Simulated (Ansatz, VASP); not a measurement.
# Two plane-wave programs on Ti3O4

```
CELL_PARAMETERS angstrom
2.62153 -4.03035 0.00000
2.62153 4.03035 0.00000
0.00000 0.00000 2.96903
ATOMIC_POSITIONS crystal
Ti 0.00000 0.00000 0.50000
Ti 0.50000 0.00000 0.00000
Ti 0.00000 0.50000 0.00000
O 0.76278 0.76278 0.00000
O 0.25888 0.74112 0.50000
O 0.23722 0.23722 0.00000
O 0.74112 0.25888 0.50000
```

Change from the starting cell: strain -0.1000 x Voigt [1, 0, 0, 0, 0, 0], atoms carried along.

Alike in both runs: task single point; functional PBEsol; k mesh 8 × 8 × 14; occupations gaussian, width 0.15 eV; no spin polarisation.

```csv
,VASP,Ansatz
version,VASP 6.6.1,Ansatz 0.2.0
potentials or method,"VASP PAW PBE potentials, release 64 (Ti_sv, O), cutoff 520 eV","scalar-relativistic, plane waves, PAW"
valence electrons in the cell,60,60
```

```csv
,VASP,Ansatz,Ansatz less VASP
gap on the k mesh at the Fermi level (eV),none,none,-
pressure (GPa),32.1,31.1,-0.98
"traceless stress, the component that is largest in VASP (GPa)",-21.33,-21.13,+0.204
rms of the force components (eV/Å),0.597,0.583,-0.0147
```

VASP's potentials were made for PBE, not for PBEsol. Atom by atom the forces differ by 0.016 eV/Å (rms over components). A gap of «none» marks a metal or a gap that the smearing closes. Both programs put the cell under a high pressure, so it lies far from rest at this level.
